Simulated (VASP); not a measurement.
Set up this calculation in VASP 6.6.1, as the native input.

- Task: single point
- Functional: PBE
- Dispersion: D3(BJ)
- Potentials or basis: VASP PAW PBE potentials, release 64 (Ga_d, Sb)
- Cutoff: 520 eV
- k mesh: 10 × 10 × 10
- Occupations: gaussian, width 0.1 eV
- Spin: no spin polarisation
- Dipole correction: no
- Further INCAR settings: ALGO = Normal; EDIFF = 1e-07; NBANDS = 22

The structure of GaSb3 lies in POSCAR:

```
GaSb3
1.0
    0.0000000000      3.6481278280      3.6481278280
    3.6481278280      0.0000000000      3.6481278280
    3.6481278280      3.6481278280      0.0000000000
Ga Sb
1 3
Direct
    0.0000000000      0.0000000000      0.0000000000
    0.2500000000      0.2500000000      0.2500000000
    0.7500000000      0.7500000000      0.7500000000
    0.5000000000      0.5000000000      0.5000000000
```

These files were run (other wordings do the same):

INCAR

```
SYSTEM = GaSb3
PREC     = Accurate       ! precision mode
ENCUT    = 520            ! plane-wave cutoff, eV
EDIFF    = 1E-7           ! SCF threshold, eV
ISMEAR   = 0              ! smearing method
SIGMA    = 0.1            ! smearing width, eV
LREAL    = .False.        ! projectors in reciprocal space
LASPH    = .True.         ! aspherical terms in the spheres
NELM     = 100            ! most SCF steps
ALGO     = Normal         ! electronic algorithm
ISIF     = 2              ! what is computed and relaxed
LWAVE    = .False.        ! write WAVECAR
LCHARG   = .False.        ! write CHGCAR
GGA      = PE             ! functional
IVDW     = 12             ! dispersion correction
NBANDS   = 22             ! bands
```

KPOINTS

```
Automatic mesh
0
Gamma
  10 10 10
  0 0 0
```

Potentials or basis: VASP PAW PBE potentials, release 64 (Ga_d, Sb).

Launch:

```console
$ cat potpaw_PBE.64/Ga_d/POTCAR potpaw_PBE.64/Sb/POTCAR > POTCAR
$ mpirun -np 1 vasp_std > vasp.out
```

Results of the run:

```json
{"Pressure": "-0.1 GPa", "Band gap on the k mesh": "zero (band 14 reaches 9.72 eV, above the bottom of band 15 at 5.70 eV)", "Dispersion energy per atom": "-0.479 eV"}
```

Caveat: spin-orbit coupling is left out, which moves the levels of the heavy elements; pairwise dispersion overbinds metals, which lowers pressure and volume.

Run time: 57 s on 1 thread of Intel(R) Xeon(R) 6975P-C (Granite Rapids), on a shared host, peak memory 0.29 GiB.
